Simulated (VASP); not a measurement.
# Si3NiMo (Pm-3m) in VASP: a series of runs

The runs below take Si3NiMo through relaxation of cell and atoms, with PBE.

Everything below comes from runs of VASP 6.6.1. Logs are shortened: lines on timing, memory, paths and dates and some standing lists are left out, and cuts for length are marked.

## Step 1: The cell of the first run

Symmetry: Pm-3m, No. 221, cubic system. The conventional cell has a = 4.056 Å, b = 4.056 Å, c = 4.056 Å, α = 90.00°, β = 90.00°, γ = 90.00°. Si (site symmetry 4/mmm) has 2 Mo at 2.03 Å within 2.7 Å. Within 3.8 Å of Ni (site symmetry m-3m) lie 12 Si at 2.87 Å and 8 Mo at 3.51 Å. Within 2.7 Å of Mo (site symmetry m-3m) lie 6 Si at 2.03 Å.

The cell was generated, and may not be a known phase.

## Step 2: Relaxation of cell and atoms, PBE, collinear spin, ferromagnetic start

INCAR reads:

```
PREC = Accurate
ENCUT = 600
EDIFF = 1E-6
ISMEAR = 0
SIGMA = 0.1
LREAL = False
LASPH = True
NELM = 150
ALGO = Normal
ISIF = 3
LWAVE = False
LCHARG = False
ISPIN = 2
MAGMOM = 0 0 0 2 0
LORBIT = 11
LMAXMIX = 4
GGA = PE
IBRION = 2
NSW = 90
EDIFFG = -0.04
```

KPOINTS reads:

```
regular mesh
0
Gamma
  4 4 4
```

POSCAR reads:

```
Si3NiMo
1.0
    4.0556412800      0.0000000000      0.0000000000
    0.0000000000      4.0556412800      0.0000000000
    0.0000000000      0.0000000000      4.0556412800
Si Ni Mo
3 1 1
Direct
    0.5000000000      0.0000000000      0.0000000000
    0.0000000000      0.5000000000      0.0000000000
    0.0000000000      0.0000000000      0.5000000000
    0.5000000000      0.5000000000      0.5000000000
    0.0000000000      0.0000000000      0.0000000000
```

Potentials or basis: VASP PAW PBE potentials, release 64 (Si, Ni, Mo_sv).

Started as:

```console
cat potpaw_PBE.64/Si/POTCAR potpaw_PBE.64/Ni/POTCAR potpaw_PBE.64/Mo_sv/POTCAR > POTCAR
mpirun -np 1 vasp_std > vasp.out
```

OUTCAR:

```text
PREC = Accurate
   ENCUT = 600
   EDIFF = 1E-6
   ISMEAR = 0
   LREAL = False
   LASPH = True
   NELM = 150
   ISIF = 3
   ISPIN = 2
   LORBIT = 11
   GGA = PE
   IBRION = 2
   NSW = 90
   EDIFFG = -0.04

 ion  position               nearest neighbor table
   1  0.500  0.000  0.000-   5 2.03   5 2.03   4 2.87   2 2.87   3 2.87   4 2.87   2 2.87   4 2.87
                             4 2.87   2 2.87   3 2.87   3 2.87   3 2.87   2 2.87
   2  0.000  0.500  0.000-   5 2.03   5 2.03   4 2.87   1 2.87   3 2.87   4 2.87   1 2.87   3 2.87
                             3 2.87   3 2.87   1 2.87   4 2.87   4 2.87   1 2.87
   3  0.000  0.000  0.500-   5 2.03   5 2.03   4 2.87   1 2.87   1 2.87   2 2.87   2 2.87   2 2.87
                             4 2.87   2 2.87   1 2.87   4 2.87   1 2.87   4 2.87
   4  0.500  0.500  0.500-   1 2.87   2 2.87   3 2.87   1 2.87   2 2.87   1 2.87   3 2.87   1 2.87
                             2 2.87   3 2.87   2 2.87   3 2.87
   5  0.000  0.000  0.000-   1 2.03   2 2.03   3 2.03   3 2.03   2 2.03   1 2.03

  LATTYP: Found a simple cubic cell.
 ALAT       =     4.0556412800

  Lattice vectors:

 A1 = (   4.0556412800,   0.0000000000,   0.0000000000)
 A2 = (   0.0000000000,   4.0556412800,   0.0000000000)
 A3 = (   0.0000000000,   0.0000000000,   4.0556412800)

Analysis of symmetry for initial positions (statically):
=====================================================================
 Subroutine PRICEL returns:
 Original cell was already a primitive cell.

 Routine SETGRP: Setting up the symmetry group for a
 simple cubic supercell.

 Subroutine GETGRP returns: Found 48 space group operations
 (whereof 48 operations were pure point group operations)
 out of a pool of 48 trial point group operations.

The static configuration has the point symmetry O_h .

Analysis of symmetry for dynamics (positions and initial velocities):
=====================================================================
 Subroutine PRICEL returns:
 Original cell was already a primitive cell.

 Routine SETGRP: Setting up the symmetry group for a
 simple cubic supercell.

 Subroutine GETGRP returns: Found 48 space group operations
 (whereof 48 operations were pure point group operations)
 out of a pool of 48 trial point group operations.

The dynamic configuration has the point symmetry O_h .

Analysis of structural, dynamic, and magnetic symmetry:
=====================================================================
 Subroutine PRICEL returns:
 Original cell was already a primitive cell.

 Routine SETGRP: Setting up the symmetry group for a
 simple cubic supercell.

 Subroutine GETGRP returns: Found 48 space group operations
 (whereof 48 operations were pure point group operations)
 out of a pool of 48 trial point group operations.

The overall configuration has the point symmetry O_h .

 Subroutine INISYM returns: Found 48 space group operations
 (whereof 48 operations are pure point group operations),
 and found     1 'primitive' translations

----------------------------------------------------------------------------------------

                                     Primitive cell

  volume of cell :      66.7081

  direct lattice vectors                    reciprocal lattice vectors
     4.055641280  0.000000000  0.000000000     0.246570131  0.000000000  0.000000000
     0.000000000  4.055641280  0.000000000     0.000000000  0.246570131  0.000000000
     0.000000000  0.000000000  4.055641280     0.000000000  0.000000000  0.246570131

  length of vectors
     4.055641280  4.055641280  4.055641280     0.246570131  0.246570131  0.246570131

  position of ions in fractional coordinates (direct lattice)
     0.500000000  0.000000000  0.000000000
     0.000000000  0.500000000  0.000000000
     0.000000000  0.000000000  0.500000000
     0.500000000  0.500000000  0.500000000
     0.000000000  0.000000000  0.000000000

  ion indices of the primitive-cell ions
   primitive index   ion index
                 1           1
                 2           2
                 3           3
                 4           4
                 5           5

----------------------------------------------------------------------------------------

 KPOINTS: regular mesh

Automatic generation of k-mesh.
 Grid dimensions read from file:
 generate k-points for:    4    4    4

 Generating k-lattice:

  Cartesian coordinates                     Fractional coordinates (reciprocal lattice)
     0.061642533  0.000000000  0.000000000     0.250000000  0.000000000  0.000000000
     0.000000000  0.061642533  0.000000000     0.000000000  0.250000000  0.000000000
     0.000000000  0.000000000  0.061642533     0.000000000  0.000000000  0.250000000

  Length of vectors
     0.061642533  0.061642533  0.061642533

  Shift w.r.t. Gamma in fractional coordinates (k-lattice)
     0.000000000  0.000000000  0.000000000

 Subroutine IBZKPT returns following result:
 ===========================================

 Found     10 irreducible k-points:

 Following reciprocal coordinates:
            Coordinates               Weight
  0.000000  0.000000  0.000000      1.000000
  0.250000  0.000000  0.000000      6.000000
  0.500000  0.000000  0.000000      3.000000
  0.250000  0.250000  0.000000     12.000000
  0.500000  0.250000  0.000000     12.000000
  0.500000  0.500000  0.000000      3.000000
  0.250000  0.250000  0.250000      8.000000
  0.500000  0.250000  0.250000     12.000000
  0.500000  0.500000  0.250000      6.000000
  0.500000  0.500000  0.500000      1.000000
   k-points           NKPTS =     10   k-points in BZ     NKDIM =     10   number of bands    NBANDS=     23
   number of dos      NEDOS =    301   number of ions     NIONS =      5
   total plane-waves  NPLWV =  32768
   dimension x,y,z NGX =    32 NGY =   32 NGZ =   32
   dimension x,y,z NGXF=    64 NGYF=   64 NGZF=   64
   ions per type =               3   1   1
   NGX,Y,Z   is equivalent  to a cutoff of  13.12, 13.12, 13.12 a.u.
   NGXF,Y,Z  is equivalent  to a cutoff of  26.23, 26.23, 26.23 a.u.
 SYSTEM =  unknown system
   PREC   = accura    normal or accurate (medium, high low for compatibility)
   ISTART =      0    job   : 0-new  1-cont  2-samecut
   ICHARG =      2    charge: 1-file 2-atom 10-const
   ISPIN  =      2    spin polarized calculation?
   LNONCOLLINEAR =      F non collinear calculations
   LSORBIT =      F    spin-orbit coupling
   LASPH  =      T    aspherical Exc in radial PAW
   ENCUT  =  600.0 eV  44.10 Ry    6.64 a.u.   8.10  8.10  8.10*2*pi/ulx,y,z
   NELM   =    150;   NELMIN=  2; NELMDL= -5     # of ELM steps
   EDIFF  = 0.1E-05   stopping-criterion for ELM
   LREAL  =      F    real-space projection
   EDIFFG = -.4E-01   stopping-criterion for IOM
   NSW    =     90    number of steps for IOM
   IBRION =      2    ionic relax: 0-MD 1-quasi-New 2-CG
   NFREE  =      1    steps in history (QN), initial steepest desc. (CG)
   ISIF   =      3    stress and relaxation
   ISYM   =      2    0-nonsym 1-usesym 2-fastsym
   POTIM  = 0.5000    time-step for ionic-motion
   TEBEG  =    0.0;   TEEND  =   0.0 temperature during run
   PSTRESS=    0.0 pullay stress
   NELECT =      36.0000    total number of electrons
   NUPDOWN=      -1.0000    fix difference up-down
   EMIN   =  10.00;   EMAX   =-10.00  energy-range for DOS
   EFERMI =   0.00;   METHOD = LEGACY
   ISMEAR =     0;   SIGMA  =   0.10  broadening in eV -4-tet -1-fermi 0-gaus
   EFERMI_NEDOS =   21; number of points for ismear=-14 and -15
   IALGO  =     38    algorithm
   IMIX   =      4    mixing-type and parameters
     AMIX     =   0.40;   BMIX     =  1.00
     AMIX_MAG =   1.60;   BMIX_MAG =  1.00
  volume/ion in A,a.u.               =      13.34        90.03
  Fermi-wavevector in a.u.,A,eV,Ry     =   1.332855  2.518730 24.170771  1.776502
  Thomas-Fermi vector in A             =   2.461758
   LORBIT       =     11    0 simple, 1 ext, 2 COOP (PROOUT), +10 PAW based schemes
   GGA     = PE    functional components
   LHFCALC =     F    Hartree Fock is set to
   AEXX    =    0.0000 exact exchange contribution
   IVDW    =     0    specifies the selected vdW correction
   LEPSILON=     F    determine dielectric tensor
   LRPA    =     F    only Hartree local field effects (RPA)
 conjugate gradient relaxation of ions
 spin polarized calculation
 Gauss-broadening in eV      SIGMA  =   0.10
  energy-cutoff  :      600.00
  volume of cell :       66.71
 maximum number of plane-waves:      2272
   NGX = 17   NGY = 17   NGZ = 17

--------------------------------------- Ionic step        1  -------------------------------------------

 number of electron      36.0000001 magnetization       0.0688305

 number of electron      36.0000002 magnetization      -0.0003607

 Free energy of the ion-electron system (eV)
  ---------------------------------------------------
  ext. energy  EPLUGINS =         0.00000000
  ---------------------------------------------------
  free energy    TOTEN  =       -22.16837325 eV

  energy without entropy =      -22.15597134  energy(sigma->0) =      -22.16217229

 E-fermi :  11.2808     XC(G=0): -11.9177

 val. band max:       11.2626168041   @ k =   0.5000   0.5000   0.0000
 cond. band min:      11.3843970767   @ k =   0.5000   0.0000   0.0000
 fundamental gap:      0.1217802725
 Fermi energy:        11.2808233696

 spin component 1

 k-point     1 :       0.0000    0.0000    0.0000
  band No.  band energies     occupation
      1     -49.1366      1.00000
      2     -23.8997      1.00000
      3     -23.8997      1.00000
      4     -23.8997      1.00000
      5      -1.5407      1.00000
      6       2.5612      1.00000
[... 15 lines left out ...]
     22      12.8309      0.00000
     23      14.2516      0.00000
[... 1704 lines left out ...]
 POSITION                                       TOTAL-FORCE (eV/Angst)
 -----------------------------------------------------------------------------------
      2.33531     -0.00000     -0.00000        -0.000000     -0.000000      0.000000
     -0.00000      2.33531     -0.00000        -0.000000     -0.000000      0.000000
      0.00000      0.00000      2.33531        -0.000000     -0.000000      0.000000
      2.33531      2.33531      2.33531         0.000000      0.000000      0.000000
      0.00000      0.00000      0.00000         0.000000     -0.000000      0.000000
 -----------------------------------------------------------------------------------
    total drift:                                0.000000      0.000000     -0.000000

  FREE ENERGIE OF THE ION-ELECTRON SYSTEM (eV)
  ---------------------------------------------------
  free  energy   TOTEN  =       -27.9662841107 eV

  energy  without entropy=      -27.9347914112  energy(sigma->0) =      -27.95053776

--------------------------------------- Ionic step        5  -------------------------------------------

 number of electron      36.0000010 magnetization      -0.0006974

 Free energy of the ion-electron system (eV)
  ---------------------------------------------------
  ext. energy  EPLUGINS =         0.00000000
  ---------------------------------------------------
  free energy    TOTEN  =       -27.96628171 eV

  energy without entropy =      -27.93533502  energy(sigma->0) =      -27.95080837

 E-fermi :   5.9455     XC(G=0): -10.0296

 val. band max:        5.9257864480   @ k =   0.5000   0.5000   0.0000
 cond. band min:       6.0146921585   @ k =   0.5000   0.5000   0.0000
 fundamental gap:      0.0889057105
 Fermi energy:         5.9455126703

 spin component 1

 k-point     1 :       0.0000    0.0000    0.0000
  band No.  band energies     occupation
      1     -54.2503      1.00000
      2     -28.5341      1.00000
      3     -28.5341      1.00000
      4     -28.5341      1.00000
      5      -4.1198      1.00000
      6      -1.0151      1.00000
[... 15 lines left out ...]
     22       8.4236      0.00000
     23       8.4236      0.00000
[... 508 lines left out ...]
 VOLUME and BASIS-vectors are now :
 -----------------------------------------------------------------------------
  energy-cutoff  :      600.00
  volume of cell :      101.09
      direct lattice vectors                 reciprocal lattice vectors
     4.658321945 -0.000000000 -0.000000000     0.214669577  0.000000000 -0.000000000
    -0.000000000  4.658321945 -0.000000000     0.000000000  0.214669577 -0.000000000
     0.000000000  0.000000000  4.658321945     0.000000000  0.000000000  0.214669577

 POSITION                                       TOTAL-FORCE (eV/Angst)
 -----------------------------------------------------------------------------------
      2.32916     -0.00000     -0.00000        -0.000000     -0.000000      0.000000
     -0.00000      2.32916     -0.00000        -0.000000     -0.000000      0.000000
      0.00000      0.00000      2.32916        -0.000000     -0.000000      0.000000
      2.32916      2.32916      2.32916         0.000000      0.000000      0.000000
      0.00000      0.00000      0.00000        -0.000000     -0.000000      0.000000
 -----------------------------------------------------------------------------------
    total drift:                                0.000000      0.000000     -0.000000

  FREE ENERGIE OF THE ION-ELECTRON SYSTEM (eV)
  ---------------------------------------------------
  free  energy   TOTEN  =       -27.9662817096 eV

  energy  without entropy=      -27.9353350232  energy(sigma->0) =      -27.95080837

 reached required accuracy - stopping structural energy minimisation

 total charge

# of ion       s       p       d       tot
------------------------------------------
    1        0.851   0.732   0.000   1.583
    2        0.851   0.732   0.000   1.583
    3        0.851   0.732   0.000   1.583
    4        0.244   0.080   8.497   8.820
    5        2.389   6.258   4.425  13.071
--------------------------------------------------
tot          5.187   8.532  12.922  26.641

 magnetization (x)

# of ion       s       p       d       tot
------------------------------------------
    1       -0.000  -0.000   0.000  -0.000
    2       -0.000  -0.000   0.000  -0.000
    3       -0.000  -0.000   0.000  -0.000
    4       -0.000  -0.000  -0.001  -0.001
    5        0.000  -0.000  -0.000  -0.000
--------------------------------------------------
tot         -0.000  -0.000  -0.001  -0.001
```

Wall time 11 min (1 thread of Intel Xeon 8259CL, shared host); peak memory 0.24 GiB.

Results:

- Free energy: -27.9663 eV
- Relaxed volume: 20.22 Å³/atom
- Relaxed cell: a = 4.658 Å, b = 4.658 Å, c = 4.658 Å, α = 90.00°, β = 90.00°, γ = 90.00°
- Space group after relaxing (to 0.1 Å): Pm-3m (No. 221)
- Energy gained by relaxing: 1159.6 meV/atom
- Ionic steps: 5
- Pressure after relaxing: 0.3 GPa
- Band gap on the k mesh: zero (filled and empty bands overlap)
- Net moment: 0.00 μB per cell
- Valence electrons inside the program's atomic spheres: Si 1.58; Ni 8.82; Mo 13.07

The path:
| step | energy change (eV) | largest force (eV/Å) | pressure (GPa) | volume (Å³) |
| --- | --- | --- | --- | --- |
| 1 | 0.0000 | 0.0000 | 73.43 | 66.71 |
| 2 | -3.2018 | 0.0000 | -14.46 | 144.86 |
| 3 | -5.7946 | 0.0000 | -0.84 | 102.71 |
| 4 | -5.7979 | 0.0000 | -0.33 | 101.89 |
| 5 | -5.7979 | 0.0000 | 0.29 | 101.09 |

Final structure:
```
Si Ni Mo
1.0
     4.65832    0.00000    0.00000
     0.00000    4.65832    0.00000
     0.00000    0.00000    4.65832
Si Ni Mo
3 1 1
Direct
  0.50000 0.00000 0.00000
  0.00000 0.50000 0.00000
  0.00000 0.00000 0.50000
  0.50000 0.50000 0.50000
  0.00000 0.00000 0.00000
```

Caveat: the k points lie up to 0.34 Å⁻¹ apart in the final cell; the volume moved by over 15 % at a fixed basis, so the end points are rough; the moments typed at the start vanished in this run.

(Part 1 of 2 ends here.)

The gap in the log of VASP goes by the Fermi energy; the results here count the filled bands.